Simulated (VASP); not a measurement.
Here is a VASP 6.6.1 calculation.

The input INCAR:

```
SYSTEM = LiF
  PREC = Accurate
  ENCUT = 520
  EDIFF = 1E-7
  ISMEAR = 0
  SIGMA = 0.05
  LREAL = .False.
  LASPH = .True.
  NELM = 100
  ALGO = Normal
  ISIF = 2
  LWAVE = .False.
  LCHARG = .False.
  GGA = PE
  NBANDS = 18
```

KPOINTS

```
regular mesh
0
Gamma
  9 9 6
  0 0 0
```

Contents of POSCAR:

```
LiF
1.0
    3.0932795901      0.0000000000      0.0000000000
   -1.5466397950      2.6788587060      0.0000000000
    0.0000000000      0.0000000000      5.0058543606
Li F
2 2
Direct
    0.3333333333      0.6666666667      0.3810713234
    0.6666666667      0.3333333333      0.8810713234
    0.3333333333      0.6666666667      0.9939266766
    0.6666666667      0.3333333333      0.4939266766
```

Potentials or basis: VASP PAW PBE potentials, release 64 (Li_sv, F).

Launch:

```bash
$ cat potpaw_PBE.64/Li_sv/POTCAR potpaw_PBE.64/F/POTCAR > POTCAR
$ mpirun -np 1 vasp_std > vasp.out
```

Predict the band gap on the k mesh.

7.62 eV.

What does it give for the largest force?

0.093 eV/Å.

Forces in eV/Å, atoms in the order of the input:
```
Li   0.000  0.000 -0.093
Li   0.000  0.000 -0.093
F    0.000  0.000  0.093
F    0.000  0.000  0.093
```

Caveat: an odd mesh through Γ misses points on the zone boundary, where band edges can lie.
